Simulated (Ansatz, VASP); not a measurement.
**One calculation of GaAs, two programs**

File POSCAR:

```
GaAs
1.0
    0.0000000000      2.9639736261      2.7177366584
    2.9639736261      0.0000000000      2.7177366584
    2.9639736261      2.9639736261      0.0000000000
Ga As
1 1
Direct
    0.0000000000      0.0000000000      0.0000000000
    0.2500000000      0.2500000000      0.2500000000
```

File INCAR.step1:

```
PREC = Accurate
ENCUT = 520
ISMEAR = -1
SIGMA = 0.02
LREAL = False
LASPH = True
NELM = 60
NBANDS = 16
GGA = PE
ALGO = Normal
EDIFF = 1E-4
LWAVE = True
LCHARG = False
```

Contents of INCAR.step2:

```
PREC = Accurate
ENCUT = 520
EDIFF = 1E-7
ISMEAR = -1
SIGMA = 0.02
LREAL = False
LASPH = True
NELM = 60
ALGO = Normal
ISIF = 2
LWAVE = False
LCHARG = False
METAGGA = R2SCAN
LMIXTAU = True
NBANDS = 16
ISTART = 1
```

Contents of KPOINTS:

```
regular mesh
0
Gamma
  8 8 8
```

Input for Ansatz:

```yaml
crystal:
  lattice:
    - [0.0, 2.9639736261, 2.7177366584]
    - [2.9639736261, 0.0, 2.7177366584]
    - [2.9639736261, 2.9639736261, 0.0]
  atoms:
    - { symbol: Ga, position: [0.0, 0.0, 0.0] }
    - { symbol: As, position: [0.25, 0.25, 0.25] }
kpoints:
  mp_grid: { grid: [8, 8, 8] }
  band_path:
    path:
      - [0.0, 0.0, 0.0]
      - [-0.5, -0.5, 0.0]
      - [-0.375, -0.375, 0.25]
      - [-0.375, 0.0, 0.375]
      - [0.0, 0.0, 0.5]
      - [-0.5, -0.25, 0.25]
      - [-0.01652, 0.0, -0.01652]
    npoints: 1
hamiltonian:
  xc: r2scan
scf:
  occupations: { method: fermi_dirac, width: 0.02 }
  n_extra_bands: 4
output:
  forces: true
  stress: true
  eigenvalues: true
  write_density: true
  write_potential: true
  elf: true
  volumetric_format: npy
```

Change from the starting cell: epitaxial_xy strain +4.6%.

Alike in both runs: task single point; functional r2SCAN; k mesh 8 × 8 × 8; occupations fermi-dirac, width 0.02 eV; no spin polarisation.

```csv
,VASP,Ansatz
version,VASP 6.6.1,Ansatz 0.2.0
potentials or method,"VASP PAW PBE potentials, release 64 (Ga_d, As)","plane waves, PAW"
plane-wave cutoff (eV),520,500
valence electrons in the cell,18,28
```

```csv
,VASP,Ansatz,Ansatz less VASP
pressure (GPa),-3.2,-3.2,-0.08
"traceless stress, the component that is largest in VASP (GPa)",3.23,3.25,+0.020
```

VASP's potentials were made for PBE, not for r2SCAN. VASP's potentials hold 18 valence electrons a cell and Ansatz's 28, so a difference there can come from the potentials and not from the codes.
